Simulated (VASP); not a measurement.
# Li4Nb4O11 (a cell with a defect) in VASP: a series of runs

Li4Nb4O11 (a cell with a defect) is run at these levels: PBE; tasks: single point.

All numbers are computed with VASP 6.6.1; they aren't measurements. Logs are shortened: lines on timing, memory, paths and dates and some standing lists are left out, and cuts for length are marked.

### Step 1. The cell of the first run

The cell holds a defect, 19 atoms: a = 5.223 Å, b = 5.499 Å, c = 7.584 Å, α = 94.07°, β = 90.00°, γ = 90.00°.

### Step 2. Single point, PBE

The input, INCAR:

```
PREC     = Accurate       # precision mode
ENCUT    = 520            # plane-wave cutoff, eV
EDIFF    = 1E-6           # SCF threshold, eV
ISMEAR   = 0              # smearing method
SIGMA    = 0.05           # smearing width, eV
LREAL    = Auto         
LASPH    = T              # aspherical terms in the spheres
NELM     = 60             # most SCF steps
ALGO     = Normal         # electronic algorithm
ISIF     = 2              # what is computed and relaxed
LWAVE    = F              # write WAVECAR
LCHARG   = F              # write CHGCAR
GGA      = PE             # functional
NELECT   = 128.0        
NBANDS   = 80             # bands
```

The input, KPOINTS:

```
regular mesh
0
Gamma
  4 4 4
```

The input, POSCAR:

```
Li4Nb4O11
1.0
    5.2231019317      0.0000000000      0.0000000000
    0.0000000000      3.0155593063     -4.5984613597
    0.0000000000      6.0311186126      4.5984613597
Li Nb O
4 4 11
Direct
    0.0000000000      0.5000000000      0.2500000000
    0.5000000000      0.0000000000      0.7500000000
    0.0000000000      0.5000000000      0.7500000000
    0.5000000000      0.0000000000      0.2500000000
    0.5000000000      0.5000000000      0.5000000000
    0.0000000000      0.0000000000      0.0000000000
    0.0000000000      0.0000000000      0.5000000000
    0.5000000000      0.5000000000      0.0000000000
    0.8803293659      0.0000000000      0.2500000000
    0.3803293659      0.5000000000      0.7500000000
    0.8098353170      0.6901646830      0.9401646830
    0.8098353170      0.3098353170      0.5598353170
    0.3098353170      0.8098353170      0.0598353170
    0.1196706341      0.0000000000      0.7500000000
    0.6196706341      0.5000000000      0.2500000000
    0.6901646830      0.8098353170      0.5598353170
    0.1901646830      0.3098353170      0.0598353170
    0.2200823415      0.8151646830      0.4401646830
    0.6901646830      0.1901646830      0.9401646830
```

Potentials or basis: VASP PAW PBE potentials, release 64 (Li_sv, Nb_sv, O).

On the command line:

```bash
cat potpaw_PBE.64/Li_sv/POTCAR potpaw_PBE.64/Nb_sv/POTCAR potpaw_PBE.64/O/POTCAR > POTCAR
mpirun -np 1 vasp_std > vasp.out
```

OUTCAR:

```text
PREC = Accurate
   ENCUT = 520
   EDIFF = 1E-6
   ISMEAR = 0
   LREAL = Auto
   LASPH = T
   NELM = 60
   ISIF = 2
   GGA = PE
   NELECT = 128.0

 ion  position               nearest neighbor table
   1  0.000  0.500  0.250-  15 1.99  17 1.99
   2  0.500  0.000  0.750-  14 1.99  16 1.99  19 1.99
   3  0.000  0.500  0.750-  10 1.99  11 1.99  12 1.99
   4  0.500  0.000  0.250-   9 1.99  13 1.99
   5  0.500  0.500  0.500-  12 2.00  16 2.00  15 2.00  10 2.00  18 2.34
   6  0.000  0.000  0.000-  13 2.00  19 2.00  17 2.00  11 2.00   9 2.00  14 2.00
   7  0.000  0.000  0.500-  18 1.58  16 2.00  12 2.00   9 2.00  14 2.00
   8  0.500  0.500  0.000-  11 2.00  17 2.00  13 2.00  19 2.00  10 2.00  15 2.00
   9  0.880  0.000  0.250-   4 1.99   6 2.00   7 2.00
  10  0.380  0.500  0.750-   3 1.99   5 2.00   8 2.00
  11  0.810  0.690  0.940-   3 1.99   8 2.00   6 2.00
  12  0.810  0.310  0.560-   3 1.99   5 2.00   7 2.00
  13  0.310  0.810  0.060-   4 1.99   6 2.00   8 2.00
  14  0.120  0.000  0.750-   2 1.99   6 2.00   7 2.00
  15  0.620  0.500  0.250-   1 1.99   5 2.00   8 2.00
  16  0.690  0.810  0.560-   2 1.99   7 2.00   5 2.00
  17  0.190  0.310  0.060-   1 1.99   8 2.00   6 2.00
  18  0.220  0.815  0.440-   7 1.58   5 2.34
  19  0.690  0.190  0.940-   2 1.99   6 2.00   8 2.00

  LATTYP: Found a simple monoclinic cell.
 ALAT       =     5.4990403532
 B/A-ratio  =     0.9498206225
 C/A-ratio  =     1.3791878824
 COS(beta)  =    -0.0709408676

  Lattice vectors:

 A1 = (   0.0000000000,   3.0155593063,  -4.5984613597)
 A2 = (  -5.2231019317,   0.0000000000,   0.0000000000)
 A3 = (   0.0000000000,   6.0311186126,   4.5984613597)

Analysis of symmetry for initial positions (statically):
=====================================================================
 Subroutine PRICEL returns:
 Original cell was already a primitive cell.

 Routine SETGRP: Setting up the symmetry group for a
 simple monoclinic supercell.

 Subroutine GETGRP returns: Found  1 space group operations
 (whereof  1 operations were pure point group operations)
 out of a pool of  4 trial point group operations.

The static configuration has the point symmetry C_1 .

Analysis of symmetry for dynamics (positions and initial velocities):
=====================================================================
 Subroutine PRICEL returns:
 Original cell was already a primitive cell.

 Routine SETGRP: Setting up the symmetry group for a
 simple monoclinic supercell.

 Subroutine GETGRP returns: Found  1 space group operations
 (whereof  1 operations were pure point group operations)
 out of a pool of  4 trial point group operations.

The dynamic configuration has the point symmetry C_1 .

 Subroutine INISYM returns: Found  1 space group operations
 (whereof  1 operations are pure point group operations),
 and found     1 'primitive' translations

----------------------------------------------------------------------------------------

                                     Primitive cell

  volume of cell :     217.2852

  direct lattice vectors                    reciprocal lattice vectors
     5.223101932  0.000000000  0.000000000     0.191457110  0.000000000  0.000000000
     0.000000000  3.015559306 -4.598461360     0.000000000  0.110537814 -0.144976029
     0.000000000  6.031118613  4.598461360     0.000000000  0.110537814  0.072488014

  length of vectors
     5.223101932  5.499040353  7.584209820     0.191457110  0.182309235  0.132185932

  position of ions in fractional coordinates (direct lattice)
     0.000000000  0.500000000  0.250000000
     0.500000000  1.000000000  0.750000000
     0.000000000  0.500000000  0.750000000
     0.500000000  1.000000000  0.250000000
     0.500000000  0.500000000  0.500000000
     0.000000000  0.000000000  0.000000000
[... 11 lines left out ...]
     0.220082342  0.815164683  0.440164683
     0.690164683  0.190164683  0.940164683

  ion indices of the primitive-cell ions
   primitive index   ion index
                 1           1
                 2           2
                 3           3
                 4           4
                 5           5
                 6           6
[... 11 lines left out ...]
                18          18
                19          19

----------------------------------------------------------------------------------------

 KPOINTS: regular mesh

Automatic generation of k-mesh.
 Grid dimensions read from file:
 generate k-points for:    4    4    4

 Generating k-lattice:

  Cartesian coordinates                     Fractional coordinates (reciprocal lattice)
     0.047864277  0.000000000  0.000000000     0.250000000  0.000000000  0.000000000
     0.000000000  0.027634453 -0.036244007     0.000000000  0.250000000 -0.000000000
     0.000000000  0.027634453  0.018122004     0.000000000 -0.000000000  0.250000000

  Length of vectors
     0.047864277  0.045577309  0.033046483

  Shift w.r.t. Gamma in fractional coordinates (k-lattice)
     0.000000000  0.000000000  0.000000000

 Subroutine IBZKPT returns following result:
 ===========================================

 Found     36 irreducible k-points:

 Following reciprocal coordinates:
            Coordinates               Weight
  0.000000  0.000000  0.000000      1.000000
  0.250000  0.000000  0.000000      2.000000
  0.500000  0.000000  0.000000      1.000000
  0.000000  0.250000  0.000000      2.000000
  0.250000  0.250000  0.000000      2.000000
  0.250000 -0.250000  0.000000      2.000000
[... 16 lines left out ...]
  0.000000 -0.250000  0.250000      2.000000
  0.250000 -0.250000  0.250000      2.000000
 [... further k-points ...]
   k-points           NKPTS =     36   k-points in BZ     NKDIM =     36   number of bands    NBANDS=     80
   number of dos      NEDOS =    301   number of ions     NIONS =     19
   total plane-waves  NPLWV =  94080
   dimension x,y,z NGX =    40 NGY =   42 NGZ =   56
   dimension x,y,z NGXF=    80 NGYF=   84 NGZF=  112
   ions per type =               4   4  11
   NGX,Y,Z   is equivalent  to a cutoff of  12.73, 12.70, 12.28 a.u.
   NGXF,Y,Z  is equivalent  to a cutoff of  25.46, 25.39, 24.55 a.u.
 SYSTEM =  unknown system
   PREC   = accura    normal or accurate (medium, high low for compatibility)
   ISTART =      0    job   : 0-new  1-cont  2-samecut
   ICHARG =      2    charge: 1-file 2-atom 10-const
   ISPIN  =      1    spin polarized calculation?
   LNONCOLLINEAR =      F non collinear calculations
   LSORBIT =      F    spin-orbit coupling
   LASPH  =      T    aspherical Exc in radial PAW
   ENCUT  =  520.0 eV  38.22 Ry    6.18 a.u.   9.71 10.22 14.10*2*pi/ulx,y,z
   NELM   =     60;   NELMIN=  2; NELMDL= -5     # of ELM steps
   EDIFF  = 0.1E-05   stopping-criterion for ELM
   LREAL  =      T    real-space projection
   EDIFFG = 0.1E-04   stopping-criterion for IOM
   NSW    =      0    number of steps for IOM
   IBRION =     -1    ionic relax: 0-MD 1-quasi-New 2-CG
   NFREE  =      0    steps in history (QN), initial steepest desc. (CG)
   ISIF   =      2    stress and relaxation
   ISYM   =      2    0-nonsym 1-usesym 2-fastsym
   POTIM  = 0.5000    time-step for ionic-motion
   TEBEG  =    0.0;   TEEND  =   0.0 temperature during run
   PSTRESS=    0.0 pullay stress
   NELECT =     128.0000    total number of electrons
   NUPDOWN=      -1.0000    fix difference up-down
   EMIN   =  10.00;   EMAX   =-10.00  energy-range for DOS
   EFERMI =   0.00;   METHOD = LEGACY
   ISMEAR =     0;   SIGMA  =   0.05  broadening in eV -4-tet -1-fermi 0-gaus
   EFERMI_NEDOS =   21; number of points for ismear=-14 and -15
   IALGO  =     38    algorithm
   IMIX   =      4    mixing-type and parameters
     AMIX     =   0.40;   BMIX     =  1.00
     AMIX_MAG =   1.60;   BMIX_MAG =  1.00
  volume/ion in A,a.u.               =      11.44        77.17
  Fermi-wavevector in a.u.,A,eV,Ry     =   1.372360  2.593385 25.624837  1.883372
  Thomas-Fermi vector in A             =   2.497974
   LORBIT       =      0    0 simple, 1 ext, 2 COOP (PROOUT), +10 PAW based schemes
   GGA     = PE    functional components
   LHFCALC =     F    Hartree Fock is set to
   AEXX    =    0.0000 exact exchange contribution
   IVDW    =     0    specifies the selected vdW correction
   LEPSILON=     F    determine dielectric tensor
   LRPA    =     F    only Hartree local field effects (RPA)
 non-spin polarized calculation
 Gauss-broadening in eV      SIGMA  =   0.05
  energy-cutoff  :      520.00
  volume of cell :      217.29
 maximum number of plane-waves:      5888
 NGX is ok and might be reduce to    40
   NGX = 19   NGY = 21   NGZ = 29

 number of electron     127.9999972 magnetization

 Free energy of the ion-electron system (eV)
  ---------------------------------------------------
  ext. energy  EPLUGINS =         0.00000000
  ---------------------------------------------------
  free energy    TOTEN  =      -157.09451825 eV

  energy without entropy =     -157.09451825  energy(sigma->0) =     -157.09451825

 E-fermi :   4.3440     XC(G=0): -10.2883

 val. band max:        3.9970568592   @ k =   0.2500   0.0000   0.5000
 cond. band min:       4.5985950836   @ k =   0.5000   0.0000   0.5000
 fundamental gap:      0.6015382245
 Fermi energy:         4.3440419502

 k-point     1 :       0.0000    0.0000    0.0000
  band No.  band energies     occupation
      1     -52.3377      2.00000
      2     -51.0413      2.00000
      3     -50.6433      2.00000
      4     -50.4555      2.00000
      5     -39.9414      2.00000
      6     -39.7262      2.00000
[... 68 lines left out ...]
     75       8.4447      0.00000
     76       8.7411      0.00000

 k-point     2 :       0.2500    0.0000    0.0000
  band No.  band energies     occupation
      1     -52.3377      2.00000
      2     -51.0413      2.00000
      3     -50.6432      2.00000
      4     -50.4556      2.00000
      5     -39.9414      2.00000
      6     -39.7263      2.00000
[... 68 lines left out ...]
     75       8.5228      0.00000
     76       8.8858      0.00000

 k-point     3 :       0.5000    0.0000    0.0000
  band No.  band energies     occupation
      1     -52.3377      2.00000
      2     -51.0412      2.00000
      3     -50.6431      2.00000
      4     -50.4556      2.00000
      5     -39.9414      2.00000
      6     -39.7263      2.00000
[... 1648 lines left out ...]
     75       8.5963      0.00000
     76       8.8160      0.00000

 k-point    24 :       0.2500   -0.2500    0.2500
  band No.  band energies     occupation
      1     -52.3377      2.00000
      2     -51.0413      2.00000
      3     -50.6432      2.00000
      4     -50.4556      2.00000
      5     -39.9415      2.00000
      6     -39.7263      2.00000
[... 68 lines left out ...]
     75       8.4289      0.00000
     76       8.9587      0.00000

 [... further k-points ...]

 [bands above 76 left out]

------------------------ aborting loop because EDIFF is reached ----------------------------------------

  FORCE on cell =-STRESS in cart. coord.  units (eV):
  Direction    XX          YY          ZZ          XY          YZ          ZX
  --------------------------------------------------------------------------------------
  -------------------------------------------------------------------------------------
  Total       -9.9240059    -11.7848901    -19.0396144     -8.7736200     -5.9678677      8.2315402
  in kB      -73.1757906    -86.8972327   -140.3907713    -64.6932889    -44.0047543     60.6962015
  external PRESSURE =    -100.1545982 kB  Pullay stress =       0.0000000 kB

 VOLUME and BASIS-vectors are now :
 -----------------------------------------------------------------------------
  energy-cutoff  :      520.00
  volume of cell :      217.29
      direct lattice vectors                 reciprocal lattice vectors
     5.223101932  0.000000000  0.000000000     0.191457110  0.000000000  0.000000000
     0.000000000  3.015559306 -4.598461360     0.000000000  0.110537814 -0.144976029
     0.000000000  6.031118613  4.598461360     0.000000000  0.110537814  0.072488014

 POSITION                                       TOTAL-FORCE (eV/Angst)
 -----------------------------------------------------------------------------------
      0.00000      3.01556     -1.14962        -0.448587     -0.691185     -0.745106
      2.61155      4.52334      3.44885         0.055228      0.549243      0.555459
      0.00000      6.03112      1.14962        -0.279657      0.651329      0.457806
      2.61155      1.50778      1.14962         0.361399     -1.099816     -0.152900
      2.61155      4.52334      0.00000         5.312722      3.312815     -1.703764
      0.00000      0.00000      0.00000        -0.212812     -0.402556     -0.007051
[... 11 lines left out ...]
      1.14951      5.11286     -1.72442        10.946084     -8.756633      5.585432
      3.60480      6.24370      3.44885        -0.219184      0.286478     -0.325166
 -----------------------------------------------------------------------------------
    total drift:                                0.002011      0.001148     -0.002770

  FREE ENERGIE OF THE ION-ELECTRON SYSTEM (eV)
  ---------------------------------------------------
  free  energy   TOTEN  =      -157.0945182522 eV

  energy  without entropy=     -157.0945182522  energy(sigma->0) =     -157.09451825
```

Run time: 33 min. Hardware: 1 thread of Intel Xeon 8259CL, shared host; peak memory 0.53 GiB.

Results:

- Free energy: -157.0945 eV
- Largest force: 15.089 eV/Å

Forces on the atoms (eV/Å):
```
Li   -0.449  -0.691  -0.745
Li    0.055   0.549   0.555
Li   -0.280   0.651   0.458
Li    0.361  -1.100  -0.153
Nb    5.313   3.313  -1.704
Nb   -0.213  -0.403  -0.007
Nb  -11.739   6.405  -1.859
Nb    0.393  -0.101  -0.186
O    -0.007   0.990   0.045
O    -0.358  -2.904  -1.686
O    -0.312   0.000   0.126
O    -2.165   1.181  -2.905
O     0.127  -0.081   0.311
O     0.082  -0.383  -0.877
O    -1.116   1.774   2.019
O    -0.608  -1.281   1.169
O     0.188   0.551   0.177
O    10.946  -8.757   5.585
O    -0.219   0.286  -0.325
```

Levels at points of the mesh, in eV from the Fermi level:
```csv
k point,band 62,band 63,band 64,band 65,band 66,band 67
"(0.00, 0.00, 0.00)",-0.58,-0.52,-0.44,0.42,1.12,1.35
"(0.50, 0.00, 0.00)",-0.78,-0.54,-0.43,0.33,1.34,1.66
"(0.00, 0.50, 0.00)",-0.81,-0.56,-0.49,0.87,1.22,1.46
"(0.50, 0.50, 0.00)",-1.02,-0.95,-0.93,0.73,0.89,1.35
"(0.00, 0.00, 0.50)",-0.56,-0.49,-0.38,0.35,1.14,1.83
"(0.50, 0.00, 0.50)",-0.67,-0.53,-0.42,0.25,1.58,1.77
"(0.00, 0.50, 0.50)",-0.71,-0.53,-0.50,0.82,1.21,1.81
"(0.50, 0.50, 0.50)",-1.04,-1.02,-0.88,0.66,0.93,1.86
```

Caveat: the cell carries a net charge on a neutralising background, which shifts energy and pressure; the cell differs from its parent crystal (atoms taken out, atom 18 moved 0.250 of the way to it and +0.000 Å across, host rigid); the cell is charged against a uniform background, so pressure and absolute levels hang on convention; the cutoff is under 1.25 times the usual one of these potentials, so pressure, stress and relaxed cells hold a basis-set (Pulay) error.

### Step 3. Single point, PBE

The input, INCAR:

```
SYSTEM = Li4Nb4O11
PREC = Accurate
ENCUT = 520
EDIFF = 1E-7
ISMEAR = 0
SIGMA = 0.05
LREAL = Auto
LASPH = .True.
NELM = 80
ALGO = Normal
ISIF = 2
LWAVE = .False.
LCHARG = .False.
GGA = PE
NBANDS = 80
NELECT = 128.0
```

The input, KPOINTS:

```
regular mesh
0
Gamma
  4 4 4
  0 0 0
```

POSCAR: that of step 2 with these lines changed.

```diff
@@ -25,3 +25,3 @@
     0.1901646830      0.3098353170      0.0598353170
-    0.2200823415      0.8151646830      0.4401646830
+    0.0594790539      0.7183828377      0.4401646830
     0.6901646830      0.1901646830      0.9401646830
```

Potentials or basis: VASP PAW PBE potentials, release 64 (Li_sv, Nb_sv, O).

On the command line:

```bash
cat potpaw_PBE.64/Li_sv/POTCAR potpaw_PBE.64/Nb_sv/POTCAR potpaw_PBE.64/O/POTCAR > POTCAR
mpirun -np 1 vasp_std > vasp.out
```

Run time: 37 min. Hardware: 1 thread of Intel Xeon 8259CL, shared host; peak memory 0.53 GiB.

The run converged. Its results:

* Free energy: -156.0672 eV
* Largest force: 12.538 eV/Å

Forces on the atoms (eV/Å):
```
Li  -0.560 -0.994 -0.552
Li   0.124  0.638  0.582
Li  -0.200  0.535  0.292
Li   0.680 -1.263 -0.463
Nb   5.120  3.383 -1.298
Nb  -0.363  0.058  0.202
Nb  -3.030  5.792 -3.214
Nb   0.308 -0.292 -0.180
O    0.209  0.979 -1.047
O   -0.253 -2.727 -1.577
O   -0.307 -0.016  0.081
O   -3.261  0.626 -2.135
O    0.169  0.135  0.303
O    0.475 -1.009 -1.274
O   -1.421  1.906  1.966
O   -4.019 -0.431  1.000
O    0.295  0.408  0.145
O    6.195 -7.965  7.442
O   -0.161  0.239 -0.274
```

Levels at points of the mesh, in eV from the Fermi level:
| k point | band 62 | band 63 | band 64 | band 65 | band 66 | band 67 |
| --- | --- | --- | --- | --- | --- | --- |
| (0.00, 0.00, 0.00) | -0.47 | -0.43 | -0.32 | 0.28 | 1.17 | 1.55 |
| (0.50, 0.00, 0.00) | -0.48 | -0.44 | -0.34 | 0.66 | 1.40 | 1.63 |
| (0.00, 0.50, 0.00) | -0.54 | -0.46 | -0.41 | 1.14 | 1.25 | 1.62 |
| (0.50, 0.50, 0.00) | -0.91 | -0.90 | -0.71 | 0.51 | 1.06 | 1.50 |
| (0.00, 0.00, 0.50) | -0.47 | -0.41 | -0.28 | 0.27 | 1.17 | 1.99 |
| (0.50, 0.00, 0.50) | -0.55 | -0.43 | -0.34 | 0.59 | 1.45 | 1.91 |
| (0.00, 0.50, 0.50) | -0.58 | -0.43 | -0.42 | 0.95 | 1.32 | 1.97 |
| (0.50, 0.50, 0.50) | -0.94 | -0.88 | -0.75 | 0.49 | 1.09 | 2.03 |

Caveat: the cell carries a net charge on a neutralising background, which shifts energy and pressure; the cell differs from its parent crystal (atoms taken out, atom 18 moved 0.000 of the way to it and -0.700 Å across, host rigid); the cell is charged against a uniform background, so pressure and absolute levels hang on convention; the cutoff is under 1.25 times the usual one of these potentials, so pressure, stress and relaxed cells hold a basis-set (Pulay) error.

[end of part 1 of 2]
